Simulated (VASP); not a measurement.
# Al3Cu (P4/mmm) in VASP: a series of runs

Al3Cu is run at these levels: LDA; tasks: single point.

Everything below comes from runs of VASP 6.6.1. Logs are shortened: lines on timing, memory, paths and dates and some standing lists are left out, and cuts for length are marked.

### Step 1. The cell of the first run

The structure is tetragonal, space group P4/mmm (No. 123). The conventional cell has a = 3.990 Å, b = 3.990 Å, c = 3.585 Å, α = 90.00°, β = 90.00°, γ = 90.00°. Within 3.5 Å of Al (site symmetry mmm) lie 8 Al at 2.68 to 2.82 Å and 4 Cu at 2.68 Å. Al (site symmetry 4/mmm) has 8 Al at 2.68 Å and 4 Cu at 2.82 Å within 3.5 Å. Within 3.5 Å of Cu (site symmetry 4/mmm) lie 12 Al at 2.68 to 2.82 Å.

### Step 2. Single point, LDA

The input, INCAR:

```
ALGO = Fast ; EDIFF = 1E-6
ENCUT = 520 ; ISIF = 2
ISMEAR = 0 ; LASPH = T
LCHARG = T ; LELF = T
LREAL = F ; LVHAR = T
LWAVE = F ; NBANDS = 18
NELM = 80 ; PREC = Accurate
SIGMA = 0.15
```

The input, KPOINTS:

```
k-points
0
Gamma
  10 10 10
```

The input, POSCAR:

```
Al3Cu
1.0
    3.9898006248      0.0000000000      0.0000000000
    0.0000000000      3.9898006248      0.0000000000
    0.0000000000      0.0000000000      3.5850382426
Al Cu
3 1
Direct
    0.0000000000      0.5000000000      0.5000000000
    0.5000000000      0.0000000000      0.5000000000
    0.5000000000      0.5000000000      0.0000000000
    0.0000000000      0.0000000000      0.0000000000
```

Potentials or basis: VASP PAW LDA potentials, release 64 (Al, Cu).

Command:

```sh
$ cat potpaw_LDA.64/Al/POTCAR potpaw_LDA.64/Cu/POTCAR > POTCAR
$ mpirun -np 1 vasp_std > vasp.out
```

OUTCAR:

```text
EDIFF = 1E-6
   ENCUT = 520
   ISIF = 2
   ISMEAR = 0
   LASPH = T
   LREAL = F
   NELM = 80
   PREC = Accurate

 ion  position               nearest neighbor table
   1  0.000  0.500  0.500-   3 2.68   4 2.68   3 2.68   4 2.68   4 2.68   4 2.68   3 2.68   3 2.68
                             2 2.82   2 2.82   2 2.82   2 2.82
   2  0.500  0.000  0.500-   3 2.68   4 2.68   3 2.68   4 2.68   3 2.68   3 2.68   4 2.68   4 2.68
                             1 2.82   1 2.82   1 2.82   1 2.82
   3  0.500  0.500  0.000-   1 2.68   2 2.68   1 2.68   2 2.68   2 2.68   2 2.68   1 2.68   1 2.68
                             4 2.82   4 2.82   4 2.82   4 2.82
   4  0.000  0.000  0.000-   1 2.68   2 2.68   1 2.68   2 2.68   1 2.68   1 2.68   2 2.68   2 2.68
                             3 2.82   3 2.82   3 2.82   3 2.82

  LATTYP: Found a simple tetragonal cell.
 ALAT       =     3.9898006248
 C/A-ratio  =     0.8985507246

  Lattice vectors:

 A1 = (   3.9898006248,   0.0000000000,   0.0000000000)
 A2 = (   0.0000000000,   3.9898006248,   0.0000000000)
 A3 = (   0.0000000000,   0.0000000000,   3.5850382426)

Analysis of symmetry for initial positions (statically):
=====================================================================
 Subroutine PRICEL returns:
 Original cell was already a primitive cell.

 Routine SETGRP: Setting up the symmetry group for a
 simple tetragonal supercell.

 Subroutine GETGRP returns: Found 16 space group operations
 (whereof 16 operations were pure point group operations)
 out of a pool of 16 trial point group operations.

The static configuration has the point symmetry D_4h.

Analysis of symmetry for dynamics (positions and initial velocities):
=====================================================================
 Subroutine PRICEL returns:
 Original cell was already a primitive cell.

 Routine SETGRP: Setting up the symmetry group for a
 simple tetragonal supercell.

 Subroutine GETGRP returns: Found 16 space group operations
 (whereof 16 operations were pure point group operations)
 out of a pool of 16 trial point group operations.

The dynamic configuration has the point symmetry D_4h.

 Subroutine INISYM returns: Found 16 space group operations
 (whereof 16 operations are pure point group operations),
 and found     1 'primitive' translations

----------------------------------------------------------------------------------------

                                     Primitive cell

  volume of cell :      57.0685

  direct lattice vectors                    reciprocal lattice vectors
     3.989800625  0.000000000  0.000000000     0.250639091  0.000000000  0.000000000
     0.000000000  3.989800625  0.000000000     0.000000000  0.250639091  0.000000000
     0.000000000  0.000000000  3.585038243     0.000000000  0.000000000  0.278937052

  length of vectors
     3.989800625  3.989800625  3.585038243     0.250639091  0.250639091  0.278937052

  position of ions in fractional coordinates (direct lattice)
     0.000000000  0.500000000  0.500000000
     0.500000000  0.000000000  0.500000000
     0.500000000  0.500000000  0.000000000
     0.000000000  0.000000000  0.000000000

  ion indices of the primitive-cell ions
   primitive index   ion index
                 1           1
                 2           2
                 3           3
                 4           4

----------------------------------------------------------------------------------------

 KPOINTS: k-points

Automatic generation of k-mesh.
 Grid dimensions read from file:
 generate k-points for:   10   10   10

 Generating k-lattice:

  Cartesian coordinates                     Fractional coordinates (reciprocal lattice)
     0.025063909  0.000000000  0.000000000     0.100000000  0.000000000  0.000000000
     0.000000000  0.025063909  0.000000000     0.000000000  0.100000000  0.000000000
     0.000000000  0.000000000  0.027893705     0.000000000  0.000000000  0.100000000

  Length of vectors
     0.025063909  0.025063909  0.027893705

  Shift w.r.t. Gamma in fractional coordinates (k-lattice)
     0.000000000  0.000000000  0.000000000

 Subroutine IBZKPT returns following result:
 ===========================================

 Found    126 irreducible k-points:

 Following reciprocal coordinates:
            Coordinates               Weight
  0.000000  0.000000  0.000000      1.000000
  0.100000  0.000000  0.000000      4.000000
  0.200000  0.000000  0.000000      4.000000
  0.300000  0.000000  0.000000      4.000000
  0.400000  0.000000  0.000000      4.000000
  0.500000  0.000000  0.000000      2.000000
[... 16 lines left out ...]
  0.100000  0.000000  0.100000      8.000000
  0.200000  0.000000  0.100000      8.000000
 [... further k-points ...]
   k-points           NKPTS =    126   k-points in BZ     NKDIM =    126   number of bands    NBANDS=     18
   number of dos      NEDOS =    301   number of ions     NIONS =      4
   total plane-waves  NPLWV =  25200
   dimension x,y,z NGX =    30 NGY =   30 NGZ =   28
   dimension x,y,z NGXF=    60 NGYF=   60 NGZF=   56
   ions per type =               3   1
   NGX,Y,Z   is equivalent  to a cutoff of  12.50, 12.50, 12.98 a.u.
   NGXF,Y,Z  is equivalent  to a cutoff of  25.00, 25.00, 25.97 a.u.
 SYSTEM =  unknown system
   PREC   = accura    normal or accurate (medium, high low for compatibility)
   ISTART =      0    job   : 0-new  1-cont  2-samecut
   ICHARG =      2    charge: 1-file 2-atom 10-const
   ISPIN  =      1    spin polarized calculation?
   LNONCOLLINEAR =      F non collinear calculations
   LSORBIT =      F    spin-orbit coupling
   LASPH  =      T    aspherical Exc in radial PAW
   ENCUT  =  520.0 eV  38.22 Ry    6.18 a.u.   7.42  7.42  6.67*2*pi/ulx,y,z
   NELM   =     80;   NELMIN=  2; NELMDL= -5     # of ELM steps
   EDIFF  = 0.1E-05   stopping-criterion for ELM
   LREAL  =      F    real-space projection
   EDIFFG = 0.1E-04   stopping-criterion for IOM
   NSW    =      0    number of steps for IOM
   IBRION =     -1    ionic relax: 0-MD 1-quasi-New 2-CG
   NFREE  =      0    steps in history (QN), initial steepest desc. (CG)
   ISIF   =      2    stress and relaxation
   ISYM   =      2    0-nonsym 1-usesym 2-fastsym
   POTIM  = 0.5000    time-step for ionic-motion
   TEBEG  =    0.0;   TEEND  =   0.0 temperature during run
   PSTRESS=    0.0 pullay stress
   NELECT =      20.0000    total number of electrons
   NUPDOWN=      -1.0000    fix difference up-down
   EMIN   =  10.00;   EMAX   =-10.00  energy-range for DOS
   EFERMI =   0.00;   METHOD = LEGACY
   ISMEAR =     0;   SIGMA  =   0.15  broadening in eV -4-tet -1-fermi 0-gaus
   EFERMI_NEDOS =   21; number of points for ismear=-14 and -15
   IALGO  =     68    algorithm
   IMIX   =      4    mixing-type and parameters
     AMIX     =   0.40;   BMIX     =  1.00
     AMIX_MAG =   1.60;   BMIX_MAG =  1.00
  volume/ion in A,a.u.               =      14.27        96.28
  Fermi-wavevector in a.u.,A,eV,Ry     =   1.154213  2.181147 18.125797  1.332209
  Thomas-Fermi vector in A             =   2.290852
   LORBIT       =      0    0 simple, 1 ext, 2 COOP (PROOUT), +10 PAW based schemes
   GGA     = CA    functional components
   LHFCALC =     F    Hartree Fock is set to
   AEXX    =    0.0000 exact exchange contribution
   IVDW    =     0    specifies the selected vdW correction
   LEPSILON=     F    determine dielectric tensor
   LRPA    =     F    only Hartree local field effects (RPA)
 non-spin polarized calculation
 RMM-DIIS sequential band-by-band and
 Gauss-broadening in eV      SIGMA  =   0.15
  energy-cutoff  :      520.00
  volume of cell :       57.07
 maximum number of plane-waves:      1569
 NGX is ok and might be reduce to    30
   NGX = 15   NGY = 15   NGZ = 13

 number of electron      20.0000010 magnetization

 Free energy of the ion-electron system (eV)
  ---------------------------------------------------
  ext. energy  EPLUGINS =         0.00000000
  ---------------------------------------------------
  free energy    TOTEN  =       -17.26884162 eV

  energy without entropy =      -17.25128573  energy(sigma->0) =      -17.26006368

 E-fermi :   8.6236     XC(G=0): -11.1811

 val. band max:        8.6176481207   @ k =   0.4000   0.2000   0.4000
 cond. band min:       8.6409651262   @ k =   0.2000   0.0000   0.2000
 fundamental gap:      0.0233170055
 Fermi energy:         8.6236048805

 k-point     1 :       0.0000    0.0000    0.0000
  band No.  band energies     occupation
      1      -2.8398      2.00000
      2       3.9402      2.00000
      3       4.2081      2.00000
      4       4.8476      2.00000
      5       4.8667      2.00000
      6       4.8667      2.00000
[... 10 lines left out ...]
     17      16.2950      0.00000
     18      16.2957      0.00000

 k-point     2 :       0.1000    0.0000    0.0000
  band No.  band energies     occupation
      1      -2.7466      2.00000
      2       3.7028      2.00000
      3       4.1746      2.00000
      4       4.7607      2.00000
      5       4.8384      2.00000
      6       4.8690      2.00000
[... 10 lines left out ...]
     17      16.3649      0.00000
     18      16.5409      0.00000

 k-point     3 :       0.2000    0.0000    0.0000
  band No.  band energies     occupation
      1      -2.4684      2.00000
      2       2.7659      2.00000
      3       4.2022      2.00000
      4       4.6112      2.00000
      5       4.7703      2.00000
      6       4.8752      2.00000
[... 10 lines left out ...]
     17      16.4965      0.00000
     18      16.6529      0.00000

 k-point     4 :       0.3000    0.0000    0.0000
  band No.  band energies     occupation
      1      -2.0090      2.00000
      2       1.5929      2.00000
      3       4.2663      2.00000
      4       4.4879      2.00000
      5       4.6954      2.00000
      6       4.8828      2.00000
[... 10 lines left out ...]
     17      16.7162      0.00000
     18      17.1106      0.00000

 k-point     5 :       0.4000    0.0000    0.0000
  band No.  band energies     occupation
      1      -1.3820      2.00000
      2       0.4949      2.00000
      3       4.3202      2.00000
      4       4.4114      2.00000
      5       4.6406      2.00000
      6       4.8889      2.00000
[... 10 lines left out ...]
     17      16.9347      0.00000
     18      17.7055      0.00000

 k-point     6 :       0.5000    0.0000    0.0000
  band No.  band energies     occupation
      1      -0.7904      2.00000
      2      -0.2580      2.00000
      3       4.3407      2.00000
      4       4.3857      2.00000
      5       4.6208      2.00000
      6       4.8913      2.00000
[... 10 lines left out ...]
     17      17.0348      0.00000
     18      18.0358      0.00000

 k-point     7 :       0.1000    0.1000    0.0000
  band No.  band energies     occupation
      1      -2.6537      2.00000
      2       3.6458      2.00000
      3       3.9870      2.00000
      4       4.6322      2.00000
      5       4.8315      2.00000
      6       4.8522      2.00000
[... 10 lines left out ...]
     17      16.2140      0.00000
     18      16.6025      0.00000

 k-point     8 :       0.2000    0.1000    0.0000
  band No.  band energies     occupation
      1      -2.3759      2.00000
      2       2.8346      2.00000
      3       3.9420      2.00000
      4       4.5294      2.00000
      5       4.7726      2.00000
      6       4.8536      2.00000
[... 10 lines left out ...]
     17      15.6166      0.00000
     18      16.6642      0.00000
[... 229 lines left out ...]
     17      15.8827      0.00000
     18      16.4667      0.00000

 k-point    20 :       0.5000    0.4000    0.0000
  band No.  band energies     occupation
      1       0.5145      2.00000
      2       1.1818      2.00000
      3       2.2878      2.00000
      4       2.9676      2.00000
      5       4.7003      2.00000
      6       4.7248      2.00000
[... 10 lines left out ...]
     17      16.2705      0.00000
     18      16.2990      0.00000

 k-point    21 :       0.5000    0.5000    0.0000
  band No.  band energies     occupation
      1       0.9544      2.00000
      2       1.7320      2.00000
      3       1.7320      2.00000
      4       2.3127      2.00000
      5       4.7087      2.00000
      6       4.7087      2.00000
[... 10 lines left out ...]
     17      16.0313      0.00000
     18      17.5319      0.00000

 k-point    22 :       0.0000    0.0000    0.1000
  band No.  band energies     occupation
      1      -2.7240      2.00000
      2       3.9745      2.00000
      3       4.1604      2.00000
      4       4.7594      2.00000
      5       4.7594      2.00000
      6       4.8537      2.00000
[... 10 lines left out ...]
     17      15.0517      0.00000
     18      15.1102      0.00000

 k-point    23 :       0.1000    0.0000    0.1000
  band No.  band energies     occupation
      1      -2.6311      2.00000
      2       3.7508      2.00000
      3       4.1513      2.00000
      4       4.6945      2.00000
      5       4.7215      2.00000
      6       4.8307      2.00000
[... 10 lines left out ...]
     17      15.5981      0.00000
     18      16.5623      0.00000

 k-point    24 :       0.2000    0.0000    0.1000
  band No.  band energies     occupation
      1      -2.3535      2.00000
      2       2.8518      2.00000
      3       4.1920      2.00000
      4       4.6122      2.00000
      5       4.6290      2.00000
      6       4.8247      2.00000
[... 10 lines left out ...]
     17      15.9290      0.00000
     18      16.7406      0.00000

 [... further k-points ...]
[... 5 lines left out ...]
  --------------------------------------------------------------------------------------
  -------------------------------------------------------------------------------------
  Total       -0.6731626     -0.6731626      2.6879944      0.0000000     -0.0000000     -0.0000000
  in kB      -18.8988069    -18.8988069     75.4645099      0.0000000     -0.0000000     -0.0000000
  external PRESSURE =      12.5556320 kB  Pullay stress =       0.0000000 kB

 VOLUME and BASIS-vectors are now :
 -----------------------------------------------------------------------------
  energy-cutoff  :      520.00
  volume of cell :       57.07
      direct lattice vectors                 reciprocal lattice vectors
     3.989800625  0.000000000  0.000000000     0.250639091  0.000000000  0.000000000
     0.000000000  3.989800625  0.000000000     0.000000000  0.250639091  0.000000000
     0.000000000  0.000000000  3.585038243     0.000000000  0.000000000  0.278937052

 POSITION                                       TOTAL-FORCE (eV/Angst)
 -----------------------------------------------------------------------------------
      0.00000      1.99490      1.79252         0.000000      0.000000      0.000000
      1.99490      0.00000      1.79252         0.000000      0.000000      0.000000
      1.99490      1.99490      0.00000         0.000000      0.000000      0.000000
      0.00000      0.00000      0.00000         0.000000      0.000000      0.000000
 -----------------------------------------------------------------------------------
    total drift:                                0.000000     -0.000000     -0.000000

  FREE ENERGIE OF THE ION-ELECTRON SYSTEM (eV)
  ---------------------------------------------------
  free  energy   TOTEN  =       -17.2688416238 eV

  energy  without entropy=      -17.2512857308  energy(sigma->0) =      -17.26006368
```

Wall time 60 s (1 thread of Intel Xeon 6975P-C (Granite Rapids), shared host); peak memory 0.23 GiB.

What came out:

* Free energy: -17.2688 eV
* Pressure: 1.3 GPa
* Band gap on the k mesh: zero (band 10 reaches 10.92 eV, above the bottom of band 11 at 6.56 eV)

Levels at points of the mesh, in eV from the Fermi level:
```
           k point  band 8  band 9  band 10  band 11  band 12  band 13
(0.00, 0.00, 0.00)   -3.01   -1.15    -0.98    -0.10     1.75     5.73
(0.50, 0.00, 0.00)   -0.40   -0.27     0.25     1.27     1.39     1.96
(0.50, 0.50, 0.00)   -3.56   -3.19     2.30     3.85     3.85     4.43
(0.00, 0.00, 0.50)   -0.02   -0.02     0.32     0.32     0.46     1.73
(0.50, 0.00, 0.50)   -3.31   -3.22     1.04     2.54     2.97     3.08
(0.50, 0.50, 0.50)   -3.61   -3.52    -2.44    -2.06    -1.84    -1.84
```

Caveat: the cell differs from its parent crystal (strain +e along x and -e along y +0.0000, strain +e along z and -e/2 along x and y -0.0700).

(Part 1 of 2 ends here.)
